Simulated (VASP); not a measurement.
Wanted: the native input for a VASP 6.6.1 run.

* Task: single point
* Functional: LDA
* Potentials or basis: VASP PAW LDA potentials, release 64 (Ta_pv, Co)
* Cutoff: 520 eV
* k mesh: 9 × 9 × 9
* Occupations: fermi-dirac, width 0.08 eV
* Spin: no spin polarisation
* Dipole correction: no
* Further INCAR settings: ALGO = Normal; EDIFF = 1e-06; NBANDS = 27

The structure of TaCo3 lies in POSCAR:

```
TaCo3
1.0
    3.8112906708      0.0000000000      0.0000000000
    0.0000000000      3.8112906708      0.0000000000
    0.0000000000      0.0000000000      3.8112906708
Ta Co
1 3
Direct
    0.0000000000      0.0000000000      0.0000000000
    0.0000000000      0.5000000000      0.5000000000
    0.5000000000      0.0000000000      0.5000000000
    0.5000000000      0.5000000000      0.0000000000
```

This cell differs from its parent crystal: volume scaled by 1.12.

These files were run (other wordings do the same):

INCAR

```
PREC = Accurate
ENCUT = 520
EDIFF = 1E-6
ISMEAR = -1
SIGMA = 0.08
LREAL = False
LASPH = True
NELM = 80
ALGO = Normal
ISIF = 2
LWAVE = False
LCHARG = True
LELF = True
LVHAR = True
NBANDS = 27
```

KPOINTS

```
regular mesh
0
Gamma
  9 9 9
```

Potentials or basis: VASP PAW LDA potentials, release 64 (Ta_pv, Co).

Run with:

```bash
$ cat potpaw_LDA.64/Ta_pv/POTCAR potpaw_LDA.64/Co/POTCAR > POTCAR
$ mpirun -np 1 vasp_std > vasp.out
```

Results of the run:

| Quantity | Value |
| --- | --- |
| Pressure | -37.7 GPa |
| Band gap on the k mesh | zero (band 19 reaches 7.53 eV, above the bottom of band 20 at 6.79 eV) |

Caveat: spin-orbit coupling is left out, which moves the levels of the heavy elements.

It took 97 s on 1 thread of AMD EPYC 7R13, on a shared host, peak memory 0.14 GiB.
